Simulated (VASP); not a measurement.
# Sc (P6_3/mmc) in VASP: further runs, part 2 of 2

VASP 6.6.1. Earlier steps stand in the parts before.

## Step 6: Single point, PBE

INCAR

```
ALGO     = Normal         # electronic algorithm
EDIFF    = 1E-7           # SCF threshold, eV
ENCUT    = 520            # plane-wave cutoff, eV
GGA      = PE             # functional
ISIF     = 2              # what is computed and relaxed
ISMEAR   = -1             # smearing method
LASPH    = T              # aspherical terms in the spheres
LCHARG   = F              # write CHGCAR
LREAL    = F              # projectors in reciprocal space
LWAVE    = F              # write WAVECAR
NBANDS   = 18             # bands
NELM     = 60             # most SCF steps
PREC     = Accurate       # precision mode
SIGMA    = 0.1            # smearing width, eV
```

KPOINTS

```
k-points
0
Gamma
  11 11 6
```

POSCAR

```
Sc
1.0
    3.3193628924      0.0000000000      0.0000000000
   -1.6596814462      2.8746525892      0.0000000000
    0.0000000000      0.0000000000      5.1842605006
Sc
2
Direct
    0.3333333333      0.6666666667      0.2500000000
    0.6666666667      0.3333333333      0.7500000000
```

Potentials or basis: VASP PAW PBE potentials, release 64 (Sc_sv).

Command:

```bash
> cat potpaw_PBE.64/Sc_sv/POTCAR > POTCAR
> mpirun -np 1 vasp_std > vasp.out
```

OUTCAR:

```text
EDIFF = 1E-7
   ENCUT = 520
   GGA = PE
   ISIF = 2
   ISMEAR = -1
   LASPH = T
   LREAL = F
   NELM = 60
   PREC = Accurate

 ion  position               nearest neighbor table
   1  0.333  0.667  0.250-   2 3.22   2 3.22   2 3.22   2 3.22   2 3.22   2 3.22
   2  0.667  0.333  0.750-   1 3.22   1 3.22   1 3.22   1 3.22   1 3.22   1 3.22

  LATTYP: Found a hexagonal cell.
 ALAT       =     3.3193628924
 C/A-ratio  =     1.5618239610

  Lattice vectors:

 A1 = (   3.3193628924,   0.0000000000,   0.0000000000)
 A2 = (  -1.6596814462,   2.8746525892,   0.0000000000)
 A3 = (   0.0000000000,   0.0000000000,   5.1842605006)

Analysis of symmetry for initial positions (statically):
=====================================================================
 Subroutine PRICEL returns:
 Original cell was already a primitive cell.

 Routine SETGRP: Setting up the symmetry group for a
 hexagonal supercell.

 Subroutine GETGRP returns: Found 24 space group operations
 (whereof 12 operations were pure point group operations)
 out of a pool of 24 trial point group operations.

The static configuration has the point symmetry D_3d.
 The point group associated with its full space group is D_6h.

Analysis of symmetry for dynamics (positions and initial velocities):
=====================================================================
 Subroutine PRICEL returns:
 Original cell was already a primitive cell.

 Routine SETGRP: Setting up the symmetry group for a
 hexagonal supercell.

 Subroutine GETGRP returns: Found 24 space group operations
 (whereof 12 operations were pure point group operations)
 out of a pool of 24 trial point group operations.

The dynamic configuration has the point symmetry D_3d.
 The point group associated with its full space group is D_6h.

 Subroutine INISYM returns: Found 24 space group operations
 (whereof 12 operations are pure point group operations),
 and found     1 'primitive' translations
[... 105 lines left out ...]
   PSTRESS=    0.0 pullay stress
   NELECT =      22.0000    total number of electrons
   NUPDOWN=      -1.0000    fix difference up-down
   EMIN   =  10.00;   EMAX   =-10.00  energy-range for DOS
   EFERMI =   0.00;   METHOD = LEGACY
   ISMEAR =    -1;   SIGMA  =   0.10  broadening in eV -4-tet -1-fermi 0-gaus
   EFERMI_NEDOS =   21; number of points for ismear=-14 and -15
   IALGO  =     38    algorithm
   IMIX   =      4    mixing-type and parameters
     AMIX     =   0.40;   BMIX     =  1.00
     AMIX_MAG =   1.60;   BMIX_MAG =  1.00
  volume/ion in A,a.u.               =      24.73       166.91
  Fermi-wavevector in a.u.,A,eV,Ry     =   1.249607  2.361415 21.245735  1.561517
  Thomas-Fermi vector in A             =   2.383640
   LORBIT       =      0    0 simple, 1 ext, 2 COOP (PROOUT), +10 PAW based schemes
   GGA     = PE    functional components
[... 5 lines left out ...]
 non-spin polarized calculation
  energy-cutoff  :      520.00
  volume of cell :       49.47
 maximum number of plane-waves:      1346
 NGX is ok and might be reduce to    28
   NGX = 13   NGY = 13   NGZ = 19

 number of electron      21.9999995 magnetization

 Free energy of the ion-electron system (eV)
  ---------------------------------------------------
  ext. energy  EPLUGINS =         0.00000000
  ---------------------------------------------------
  free energy    TOTEN  =       -12.56366458 eV

  energy without entropy =      -12.43807765  energy(sigma->0) =      -12.50087112

 E-fermi :   3.6595     XC(G=0):  -9.8627

 val. band max:        3.6434796669   @ k =   0.1818   0.1818   0.3333
 cond. band min:       3.6609052925   @ k =   0.3636   0.1818   0.3333
 fundamental gap:      0.0174256257
 Fermi energy:         3.6595316746

 k-point     1 :       0.0000    0.0000    0.0000
  band No.  band energies     occupation
      1     -45.7634      2.00000
      2     -45.6942      2.00000
      3     -24.5920      2.00000
      4     -24.2502      2.00000
      5     -24.2502      2.00000
      6     -24.1853      2.00000
[... 481 lines left out ...]
      5     -24.3326      2.00000
      6     -24.2809      2.00000
[... 10 lines left out ...]
     17       6.3158      0.00000
     18       6.5539      0.00000

 [... further k-points ...]

------------------------ aborting loop because EDIFF is reached ----------------------------------------

  FORCE on cell =-STRESS in cart. coord.  units (eV):
  Direction    XX          YY          ZZ          XY          YZ          ZX
  --------------------------------------------------------------------------------------
  -------------------------------------------------------------------------------------
  Total       -0.0049655     -0.0049655      0.0129041      0.0000000      0.0000000     -0.0000000
  in kB       -0.1608229     -0.1608229      0.4179371      0.0000000      0.0000000     -0.0000000
  external PRESSURE =       0.0320971 kB  Pullay stress =       0.0000000 kB

 VOLUME and BASIS-vectors are now :
 -----------------------------------------------------------------------------
  energy-cutoff  :      520.00
  volume of cell :       49.47
      direct lattice vectors                 reciprocal lattice vectors
     3.319362892  0.000000000  0.000000000     0.301262632  0.173934061  0.000000000
    -1.659681446  2.874652589  0.000000000     0.000000000  0.347868123  0.000000000
     0.000000000  0.000000000  5.184260501     0.000000000  0.000000000  0.192891542

 POSITION                                       TOTAL-FORCE (eV/Angst)
 -----------------------------------------------------------------------------------
     -0.00000      1.91644      1.29607         0.000000     -0.000000     -0.000000
      1.65968      0.95822      3.88820        -0.000000      0.000000      0.000000
 -----------------------------------------------------------------------------------
    total drift:                               -0.000000      0.000000     -0.000000

  FREE ENERGIE OF THE ION-ELECTRON SYSTEM (eV)
  ---------------------------------------------------
  free  energy   TOTEN  =       -12.5636645780 eV

  energy  without entropy=      -12.4380776531  energy(sigma->0) =      -12.50087112
```

stdout:

```text
POSCAR found type information on POSCAR Sc
 POSCAR found :  1 types and       2 ions
 scaLAPACK will be used
 LDA part: xc-table for (Slater+PW92), standard interpolation
 POSCAR, INCAR and KPOINTS ok, starting setup
 FFT: planning ... GRIDC
 FFT: planning ... GRID_SOFT
 FFT: planning ... GRID
 WAVECAR not read
 entering main loop
```

Wall time 1.8 min (1 thread of Intel Xeon 8259CL, shared host); peak memory 0.2 GiB.

Results:

| Item | Value |
| --- | --- |
| Free energy | -12.5637 eV |
| Pressure | 0.0 GPa |
| Band gap on the k mesh | zero (bands 11 and 12 overlap by 1.46 eV) |

Levels at points of the mesh, in eV from the Fermi level:
| k point | band 7 | band 8 | band 9 | band 10 | band 11 | band 12 | band 13 | band 14 | band 15 | band 16 |
| --- | --- | --- | --- | --- | --- | --- | --- | --- | --- | --- |
| (0.00, 0.00, 0.00) | -27.84 | -27.82 | -5.12 | -1.63 | 0.58 | 1.59 | 1.59 | 1.83 | 2.04 | 2.04 |
| (0.00, 0.00, 0.50) | -27.88 | -27.88 | -3.59 | -3.59 | 0.97 | 0.97 | 1.51 | 1.51 | 1.51 | 1.51 |

## Step 7: Overview

```tsv
k mesh	gap on the mesh (eV)	pressure (GPa)
5 × 5 × 3	none	0.3
7 × 7 × 4	none	-0.1
9 × 9 × 5	none	0.0
11 × 11 × 6	none	0.0
```

Alike in all rows: task single point; level PBE; potentials or basis VASP PAW PBE potentials, release 64 (Sc_sv); no spin polarisation; cell as given; cutoff (eV) 520; smearing fermi-dirac 0.1 eV.

Caveats: some runs use coarse meshes.

Total energies depend on the potentials used, so only differences within one code and one set of settings carry meaning.
